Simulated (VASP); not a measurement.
Write the native input for VASP 6.6.1 that does the following.

* Task: relaxation of cell and atoms
* Functional: PBE
* Potentials or basis: VASP PAW PBE potentials, release 64 (Na_pv, F)
* Cutoff: 600 eV
* k mesh: 8 × 8 × 8
* Occupations: gaussian, width 0.1 eV
* Spin: no spin polarisation
* Dipole correction: no
* Further INCAR settings: ALGO = Normal; EDIFF = 1e-06; IBRION = 2; EDIFFG = -0.01; NSW = 100; ISIF = 3

The structure of Na4F3 lies in POSCAR:

```
Na4F3
1.0
    5.2728810291      0.0000000000      0.0000000000
    0.0000000000      5.2728810291      0.0000000000
    0.0000000000      0.0000000000      5.2728810291
Na F
4 3
Direct
    0.2633720560      0.2633720560      0.2633720560
    0.7366279440      0.7366279440      0.2633720560
    0.7366279440      0.2633720560      0.7366279440
    0.2633720560      0.7366279440      0.7366279440
    0.0000000000      0.5000000000      0.5000000000
    0.5000000000      0.0000000000      0.5000000000
    0.5000000000      0.5000000000      0.0000000000
```

The cell was generated, and may not be a known phase.

One way to write it, as run:

INCAR

```
PREC     = Accurate       # precision mode
ENCUT    = 600            # plane-wave cutoff, eV
EDIFF    = 1E-6           # SCF threshold, eV
ISMEAR   = 0              # smearing method
SIGMA    = 0.1            # smearing width, eV
LREAL    = False          # projectors in reciprocal space
LASPH    = True           # aspherical terms in the spheres
NELM     = 100            # most SCF steps
ALGO     = Normal         # electronic algorithm
ISIF     = 3              # what is computed and relaxed
LWAVE    = False          # write WAVECAR
LCHARG   = False          # write CHGCAR
GGA      = PE             # functional
IBRION   = 2              # ionic algorithm
NSW      = 100            # ionic steps
EDIFFG   = -0.01          # ionic threshold
```

KPOINTS

```
Automatic mesh
0
Gamma
  8 8 8
```

Potentials or basis: VASP PAW PBE potentials, release 64 (Na_pv, F).

Command:

```sh
$ cat potpaw_PBE.64/Na_pv/POTCAR potpaw_PBE.64/F/POTCAR > POTCAR
$ mpirun -np 1 vasp_std > vasp.out
```

Results of the run:

The relaxed volume is 20.84 Å³/atom. The relaxed cell is a = 5.264 Å, b = 5.264 Å, c = 5.264 Å, α = 90.00°, β = 90.00°, γ = 90.00° and the space group after relaxing (to 0.1 Å) is P-43m (No. 215). The energy gained by relaxing is 0.0 meV/atom. The ionic steps are 9. The pressure after relaxing is 0.0 GPa, the largest force after relaxing is 0.009 eV/Å and the band gap on the k mesh is zero (an odd number of electrons rules out a gap without spin polarisation).

Caveat: an odd number of electrons without spin polarisation forces a metal; a magnetic or distorted state may lie lower.

Wall time 12 min on 1 thread of AMD EPYC 7R43 64-Core Processor (Zen 3) (shared host), peak memory 0.32 GiB.
